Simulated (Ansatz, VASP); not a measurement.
## AlCu4: VASP beside Ansatz

```
CELL_PARAMETERS angstrom
6.22468 0.00000 0.00000
0.00000 6.22468 0.00000
0.00000 0.00000 6.22468
ATOMIC_POSITIONS crystal
Al 0.43981 0.93981 0.56019
Al 0.93981 0.56019 0.43981
Al 0.56019 0.43981 0.93981
Al 0.06019 0.06019 0.06019
Cu 0.80876 0.30876 0.19124
Cu 0.30876 0.19124 0.80876
Cu 0.19124 0.80876 0.30876
Cu 0.69124 0.69124 0.69124
Cu 0.04722 0.87535 0.70084
Cu 0.29916 0.54722 0.62465
Cu 0.37535 0.79916 0.95278
Cu 0.54722 0.62465 0.29916
Cu 0.79916 0.95278 0.37535
Cu 0.87535 0.70084 0.04722
Cu 0.95278 0.37535 0.79916
Cu 0.70084 0.04722 0.87535
Cu 0.62465 0.29916 0.54722
Cu 0.45278 0.12465 0.20084
Cu 0.20084 0.45278 0.12465
Cu 0.12465 0.20084 0.45278
```

Alike in both runs: functional PBEsol; k mesh 6 × 6 × 6; occupations gaussian, width 0.1 eV; no spin polarisation.

Ansatz relaxed the structure, and its values are those at the end. VASP's run is a single point on that final structure, the one shown.

|  | VASP | Ansatz |
| --- | --- | --- |
| version | VASP 6.6.1 | Ansatz 0.2.0 |
| potentials or method | VASP PAW PBE potentials, release 64 (Al, Cu), cutoff 520 eV | scalar-relativistic, plane waves, PAW |
| valence electrons in the cell | 188 | 316 |

VASP gave:

| Property | Result |
| --- | --- |
| gap on the k mesh at the Fermi level (eV) | none |
| pressure (GPa) | 0.6 |

Question: What did Ansatz give for the same quantities?

Answer: gap on the k mesh at the Fermi level (eV): none; pressure (GPa): 0.0.

VASP's potentials were made for PBE, not for PBEsol. A gap of «none» marks a metal or a gap that the smearing closes. The functional is the same, so the differences come from potentials, cutoffs and numerics. VASP's potentials hold 188 valence electrons a cell and Ansatz's 316, so a difference there can come from the potentials and not from the codes.
